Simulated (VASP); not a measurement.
# Sn (Fd-3m) in VASP: a series of runs

Sn is run at these levels: r2SCAN; tasks: single point.

All numbers are computed with VASP 6.6.1; they aren't measurements. Logs are shortened: lines on timing, memory, paths and dates and some standing lists are left out, and cuts for length are marked.

### 1 The cell of the first run

It takes space group Fd-3m (No. 227, cubic). Conventional cell: a = 6.567 Å, b = 6.567 Å, c = 6.567 Å, α = 90.00°, β = 90.00°, γ = 90.00°. Sn (site symmetry -43m) has 4 Sn at 2.84 Å within 3.7 Å.

### 2 Single point, r2SCAN

The input, POSCAR:

```
Sn
1.0
    0.0000000000      3.2835830993      3.2835830993
    3.2835830993      0.0000000000      3.2835830993
    3.2835830993      3.2835830993      0.0000000000
Sn
2
Direct
    0.5000000000      0.5000000000      0.5000000000
    0.7500000000      0.7500000000      0.7500000000
```

The input, INCAR.step1:

```
PREC     = Accurate       # precision mode
ENCUT    = 520            # plane-wave cutoff, eV
ISMEAR   = 0              # smearing method
SIGMA    = 0.1            # smearing width, eV
LREAL    = F              # projectors in reciprocal space
LASPH    = T              # aspherical terms in the spheres
NELM     = 100            # most SCF steps
NBANDS   = 21             # bands
GGA      = PE             # functional
ALGO     = Normal         # electronic algorithm
EDIFF    = 1E-4           # SCF threshold, eV
LWAVE    = T              # write WAVECAR
LCHARG   = F              # write CHGCAR
```

The input, INCAR.step2:

```
PREC     = Accurate       # precision mode
ENCUT    = 520            # plane-wave cutoff, eV
EDIFF    = 1E-6           # SCF threshold, eV
ISMEAR   = 0              # smearing method
SIGMA    = 0.1            # smearing width, eV
LREAL    = F              # projectors in reciprocal space
LASPH    = T              # aspherical terms in the spheres
NELM     = 100            # most SCF steps
ALGO     = Normal         # electronic algorithm
ISIF     = 2              # what is computed and relaxed
LWAVE    = F              # write WAVECAR
LCHARG   = T              # write CHGCAR
METAGGA  = R2SCAN         # meta-GGA
LMIXTAU  = T            
LELF     = T              # ELF
LVHAR    = T            
NBANDS   = 21             # bands
ISTART   = 1
```

The input, KPOINTS:

```
Automatic mesh
0
Gamma
  12 12 12
```

Potentials or basis: VASP PAW PBE potentials, release 64 (Sn_d).

On the command line:

```bash
> cat potpaw_PBE.64/Sn_d/POTCAR > POTCAR
> cp INCAR.step1 INCAR
> mpirun -np 1 vasp_std > vasp.out
> cp INCAR.step2 INCAR
> mpirun -np 1 vasp_std > vasp.out
```

OUTCAR:

```text
PREC = Accurate
   ENCUT = 520
   EDIFF = 1E-6
   ISMEAR = 0
   LREAL = F
   LASPH = T
   NELM = 100
   ISIF = 2
   METAGGA = R2SCAN
   ISTART = 1

 ion  position               nearest neighbor table
   1  0.500  0.500  0.500-   2 2.84   2 2.84   2 2.84   2 2.84
   2  0.750  0.750  0.750-   1 2.84   1 2.84   1 2.84   1 2.84

  LATTYP: Found a face centered cubic cell.
 ALAT       =     6.5671661986

  Lattice vectors:

 A1 = (   0.0000000000,   3.2835830993,   3.2835830993)
 A2 = (   3.2835830993,   0.0000000000,   3.2835830993)
 A3 = (   3.2835830993,   3.2835830993,   0.0000000000)

Analysis of symmetry for initial positions (statically):
=====================================================================
 Subroutine PRICEL returns:
 Original cell was already a primitive cell.

 Routine SETGRP: Setting up the symmetry group for a
 face centered cubic supercell.

 Subroutine GETGRP returns: Found 48 space group operations
 (whereof 24 operations were pure point group operations)
 out of a pool of 48 trial point group operations.

The static configuration has the point symmetry T_d .
 The point group associated with its full space group is O_h .

Analysis of symmetry for dynamics (positions and initial velocities):
=====================================================================
 Subroutine PRICEL returns:
 Original cell was already a primitive cell.

 Routine SETGRP: Setting up the symmetry group for a
 face centered cubic supercell.

 Subroutine GETGRP returns: Found 48 space group operations
 (whereof 24 operations were pure point group operations)
 out of a pool of 48 trial point group operations.

The dynamic configuration has the point symmetry T_d .
 The point group associated with its full space group is O_h .

 Subroutine INISYM returns: Found 48 space group operations
 (whereof 24 operations are pure point group operations),
 and found     1 'primitive' translations

----------------------------------------------------------------------------------------

                                     Primitive cell

  volume of cell :      70.8066

  direct lattice vectors                    reciprocal lattice vectors
     0.000000000  3.283583099  3.283583099    -0.152272680  0.152272680  0.152272680
[... 73 lines left out ...]
   ions per type =               2
   NGX,Y,Z   is equivalent  to a cutoff of  12.89, 12.89, 12.89 a.u.
   NGXF,Y,Z  is equivalent  to a cutoff of  25.78, 25.78, 25.78 a.u.
 SYSTEM =  unknown system
   PREC   = accura    normal or accurate (medium, high low for compatibility)
   ISTART =      1    job   : 0-new  1-cont  2-samecut
   ICHARG =      0    charge: 1-file 2-atom 10-const
   ISPIN  =      1    spin polarized calculation?
   LNONCOLLINEAR =      F non collinear calculations
   LSORBIT =      F    spin-orbit coupling
   LASPH  =      T    aspherical Exc in radial PAW
   ENCUT  =  520.0 eV  38.22 Ry    6.18 a.u.   8.63  8.63  8.63*2*pi/ulx,y,z
   NELM   =    100;   NELMIN=  2; NELMDL=  0     # of ELM steps
   EDIFF  = 0.1E-05   stopping-criterion for ELM
   LREAL  =      F    real-space projection
   EDIFFG = 0.1E-04   stopping-criterion for IOM
   NSW    =      0    number of steps for IOM
   IBRION =     -1    ionic relax: 0-MD 1-quasi-New 2-CG
   NFREE  =      0    steps in history (QN), initial steepest desc. (CG)
   ISIF   =      2    stress and relaxation
   ISYM   =      2    0-nonsym 1-usesym 2-fastsym
   POTIM  = 0.5000    time-step for ionic-motion
   TEBEG  =    0.0;   TEEND  =   0.0 temperature during run
   PSTRESS=    0.0 pullay stress
   NELECT =      28.0000    total number of electrons
   NUPDOWN=      -1.0000    fix difference up-down
   EMIN   =  10.00;   EMAX   =-10.00  energy-range for DOS
   EFERMI =   0.00;   METHOD = LEGACY
   ISMEAR =     0;   SIGMA  =   0.10  broadening in eV -4-tet -1-fermi 0-gaus
   EFERMI_NEDOS =   21; number of points for ismear=-14 and -15
   IALGO  =     38    algorithm
   IMIX   =      4    mixing-type and parameters
     AMIX     =   0.40;   BMIX     =  1.00
     AMIX_MAG =   1.60;   BMIX_MAG =  1.00
  volume/ion in A,a.u.               =      35.40       238.91
  Fermi-wavevector in a.u.,A,eV,Ry     =   1.201627  2.270745 19.645537  1.443906
  Thomas-Fermi vector in A             =   2.337430
   LORBIT       =      0    0 simple, 1 ext, 2 COOP (PROOUT), +10 PAW based schemes
   METAGGA = R2SCAN    functional components
   LHFCALC =     F    Hartree Fock is set to
   AEXX    =    0.0000 exact exchange contribution
   IVDW    =     0    specifies the selected vdW correction
   LEPSILON=     F    determine dielectric tensor
   LRPA    =     F    only Hartree local field effects (RPA)
 non-spin polarized calculation
 Gauss-broadening in eV      SIGMA  =   0.10
  energy-cutoff  :      520.00
  volume of cell :       70.81
 maximum number of plane-waves:      1932
   NGX = 17   NGY = 17   NGZ = 17

 number of electron      27.9999984 magnetization

 Free energy of the ion-electron system (eV)
  ---------------------------------------------------
  ext. energy  EPLUGINS =         0.00000000
  ---------------------------------------------------
  free energy    TOTEN  =       -49.49552761 eV

  energy without entropy =      -49.49512958  energy(sigma->0) =      -49.49532860

 E-fermi :   5.2046     XC(G=0):  -9.4242

 val. band max:        5.0692457214   @ k =   0.0833   0.0000   0.0000
 cond. band min:       5.2095710555   @ k =   0.0000   0.0000   0.0000
 fundamental gap:      0.1403253342
 Fermi energy:         5.2045999202

 k-point     1 :       0.0000    0.0000    0.0000
  band No.  band energies     occupation
      1     -17.1301      2.00000
      2     -17.1301      2.00000
      3     -17.1301      2.00000
      4     -17.0684      2.00000
      5     -17.0684      2.00000
      6     -16.7736      2.00000
[... 565 lines left out ...]
     20      13.3396      0.00000
     21      13.6229      0.00000

 [... further k-points ...]
[... 5 lines left out ...]
  --------------------------------------------------------------------------------------
  -------------------------------------------------------------------------------------
  Total       -0.0273108     -0.0273108     -0.0273108     -0.0000000      0.0000000      0.0000000
  in kB       -0.6179760     -0.6179760     -0.6179760     -0.0000000      0.0000000      0.0000000
  external PRESSURE =      -0.6179760 kB  Pullay stress =       0.0000000 kB

 VOLUME and BASIS-vectors are now :
 -----------------------------------------------------------------------------
  energy-cutoff  :      520.00
  volume of cell :       70.81
      direct lattice vectors                 reciprocal lattice vectors
     0.000000000  3.283583099  3.283583099    -0.152272680  0.152272680  0.152272680
     3.283583099  0.000000000  3.283583099     0.152272680 -0.152272680  0.152272680
     3.283583099  3.283583099  0.000000000     0.152272680  0.152272680 -0.152272680

 POSITION                                       TOTAL-FORCE (eV/Angst)
 -----------------------------------------------------------------------------------
      3.28358      3.28358      3.28358        -0.000000      0.000000      0.000000
      4.92537      4.92537      4.92537         0.000000     -0.000000     -0.000000
 -----------------------------------------------------------------------------------
    total drift:                                0.000000      0.000000      0.000000

  FREE ENERGIE OF THE ION-ELECTRON SYSTEM (eV)
  ---------------------------------------------------
  free  energy   TOTEN  =       -49.4955276114 eV

  energy  without entropy=      -49.4951295804  energy(sigma->0) =      -49.49532860
```

OUTCAR.step1:

```text
PREC = Accurate
   ENCUT = 520
   ISMEAR = 0
   LREAL = F
   LASPH = T
[... 798 lines left out ...]
 -----------------------------------------------------------------------------------
      3.28358      3.28358      3.28358        -0.000000     -0.000000     -0.000000
      4.92537      4.92537      4.92537         0.000000      0.000000      0.000000
 -----------------------------------------------------------------------------------
    total drift:                                0.000000      0.000000      0.000000

  FREE ENERGIE OF THE ION-ELECTRON SYSTEM (eV)
  ---------------------------------------------------
  free  energy   TOTEN  =        -7.6795906043 eV

  energy  without entropy=       -7.6783800517  energy(sigma->0) =       -7.67898533
```

OSZICAR.step1:

```text
N       E                     dE             d eps       ncg     rms          rms(c)
DAV:   1     0.229100748117E+03    0.22910E+03   -0.14806E+04  3084   0.191E+03
DAV:   2     0.177725730201E+02   -0.21133E+03   -0.20672E+03  3054   0.448E+02
DAV:   3    -0.691239583809E+01   -0.24685E+02   -0.24548E+02  3554   0.140E+02
DAV:   4    -0.770490279220E+01   -0.79251E+00   -0.79222E+00  3414   0.284E+01
DAV:   5    -0.773187538627E+01   -0.26973E-01   -0.26972E-01  4408   0.514E+00    0.305E+00
DAV:   6    -0.769487608256E+01    0.36999E-01   -0.25648E-02  4119   0.195E+00    0.180E+00
DAV:   7    -0.767744612031E+01    0.17430E-01   -0.42493E-02  3314   0.217E+00    0.161E-01
DAV:   8    -0.767922700999E+01   -0.17809E-02   -0.60945E-03  3379   0.903E-01    0.449E-02
DAV:   9    -0.767955527641E+01   -0.32827E-03   -0.44267E-04  2758   0.202E-01    0.164E-02
DAV:  10    -0.767959060432E+01   -0.35328E-04   -0.66940E-05  2849   0.681E-02
   1 F= -.76795906E+01 E0= -.76789853E+01  d E =-.121055E-02
```

It took 3.6 min on 1 thread of Intel Xeon Platinum 8259CL at 2.50GHz (Skylake/Cascade Lake), shared host; peak memory 0.26 GiB.

Results:

```
Free energy            : -49.4955 eV
Pressure               : -0.1 GPa
Band gap on the k mesh : zero (filled and empty bands touch)
```

Caveat: the PAW data sets were made with another functional, which shifts forces and pressure a little; spin-orbit coupling is left out, which moves the levels of the heavy elements.

### 3 Single point, r2SCAN

The input, POSCAR:

```
Sn
1.0
    0.0000000000      3.2855659020      3.2855659020
    3.2855659020      0.0000000000      3.2855659020
    3.2855659020      3.2855659020      0.0000000000
Sn
2
Direct
    0.5000000000      0.5000000000      0.5000000000
    0.7500000000      0.7500000000      0.7500000000
```

The input, INCAR.step1:

```
PREC = Accurate ; ENCUT = 520
ISMEAR = -1 ; SIGMA = 0.15
LREAL = False ; LASPH = True
NELM = 100 ; NBANDS = 21
GGA = PE ; ALGO = Normal
EDIFF = 1E-4 ; LWAVE = True
LCHARG = False
```

The input, INCAR.step2:

```
PREC = Accurate ; ENCUT = 520
EDIFF = 1E-6 ; ISMEAR = -1
SIGMA = 0.15 ; LREAL = False
LASPH = True ; NELM = 100
ALGO = Normal ; ISIF = 2
LWAVE = False ; LCHARG = False
METAGGA = R2SCAN ; LMIXTAU = True
NBANDS = 21 ; ISTART = 1
```

The input, KPOINTS:

```
regular mesh
0
Gamma
  12 12 12
```

Potentials or basis: VASP PAW PBE potentials, release 64 (Sn_d).

On the command line:

```bash
> cat potpaw_PBE.64/Sn_d/POTCAR > POTCAR
> cp INCAR.step1 INCAR
> mpirun -np 1 vasp_std > vasp.out
> cp INCAR.step2 INCAR
> mpirun -np 1 vasp_std > vasp.out
```

OUTCAR:

```text
PREC = Accurate
   ENCUT = 520
   EDIFF = 1E-6
   ISMEAR = -1
   LREAL = False
   LASPH = True
   NELM = 100
   ISIF = 2
   METAGGA = R2SCAN
   ISTART = 1

 ion  position               nearest neighbor table
   1  0.500  0.500  0.500-   2 2.85   2 2.85   2 2.85   2 2.85
   2  0.750  0.750  0.750-   1 2.85   1 2.85   1 2.85   1 2.85

  LATTYP: Found a face centered cubic cell.
 ALAT       =     6.5711318040

  Lattice vectors:

 A1 = (   0.0000000000,   3.2855659020,   3.2855659020)
[... 187 lines left out ...]
      1     -17.1468      2.00000
      2     -17.1468      2.00000
      3     -17.1468      2.00000
      4     -17.0852      2.00000
      5     -17.0852      2.00000
      6     -16.7919      2.00000
[... 565 lines left out ...]
     20      13.3161      0.00000
     21      13.5992      0.00000

 [... further k-points ...]
[... 5 lines left out ...]
  --------------------------------------------------------------------------------------
  -------------------------------------------------------------------------------------
  Total       -0.0360895     -0.0360895     -0.0360895     -0.0000000      0.0000000     -0.0000000
  in kB       -0.8151365     -0.8151365     -0.8151365     -0.0000000      0.0000000     -0.0000000
  external PRESSURE =      -0.8151365 kB  Pullay stress =       0.0000000 kB

 VOLUME and BASIS-vectors are now :
 -----------------------------------------------------------------------------
  energy-cutoff  :      520.00
  volume of cell :       70.93
      direct lattice vectors                 reciprocal lattice vectors
     0.000000000  3.285565902  3.285565902    -0.152180786  0.152180786  0.152180786
     3.285565902  0.000000000  3.285565902     0.152180786 -0.152180786  0.152180786
     3.285565902  3.285565902  0.000000000     0.152180786  0.152180786 -0.152180786

 POSITION                                       TOTAL-FORCE (eV/Angst)
 -----------------------------------------------------------------------------------
      3.28557      3.28557      3.28557         0.000000      0.000000      0.000000
      4.92835      4.92835      4.92835        -0.000000     -0.000000     -0.000000
 -----------------------------------------------------------------------------------
    total drift:                                0.000000      0.000000      0.000000

  FREE ENERGIE OF THE ION-ELECTRON SYSTEM (eV)
  ---------------------------------------------------
  free  energy   TOTEN  =       -49.4995747319 eV

  energy  without entropy=      -49.4889959113  energy(sigma->0) =      -49.49428532
```

OSZICAR.step1:

```text
N       E                     dE             d eps       ncg     rms          rms(c)
DAV:   1     0.231170072605E+03    0.23117E+03   -0.14900E+04  3054   0.192E+03
DAV:   2     0.177093760900E+02   -0.21346E+03   -0.20895E+03  3039   0.446E+02
DAV:   3    -0.691526437336E+01   -0.24625E+02   -0.24479E+02  3554   0.141E+02
DAV:   4    -0.771163302266E+01   -0.79637E+00   -0.79610E+00  3409   0.287E+01
DAV:   5    -0.773890348632E+01   -0.27270E-01   -0.27270E-01  4499   0.516E+00    0.304E+00
DAV:   6    -0.770229765109E+01    0.36606E-01   -0.25172E-02  4060   0.196E+00    0.179E+00
DAV:   7    -0.768507713712E+01    0.17221E-01   -0.41653E-02  3299   0.214E+00    0.160E-01
DAV:   8    -0.768682034021E+01   -0.17432E-02   -0.58139E-03  3409   0.871E-01    0.462E-02
DAV:   9    -0.768717577120E+01   -0.35543E-03   -0.46323E-04  2728   0.182E-01    0.135E-02
DAV:  10    -0.768720257263E+01   -0.26801E-04   -0.52139E-05  2822   0.612E-02
   1 F= -.76872026E+01 E0= -.76794432E+01  d E =-.155188E-01
```

Run time: 3.6 min. Hardware: 1 thread of Intel Xeon Platinum 8259CL at 2.50GHz (Skylake/Cascade Lake), shared host; peak memory 0.26 GiB.

Results:

* Free energy: -49.4996 eV
* Pressure: -0.1 GPa
* Band gap on the k mesh: zero (filled and empty bands touch)

Caveat: the PAW data sets were made with another functional, which shifts forces and pressure a little; spin-orbit coupling is left out, which moves the levels of the heavy elements.
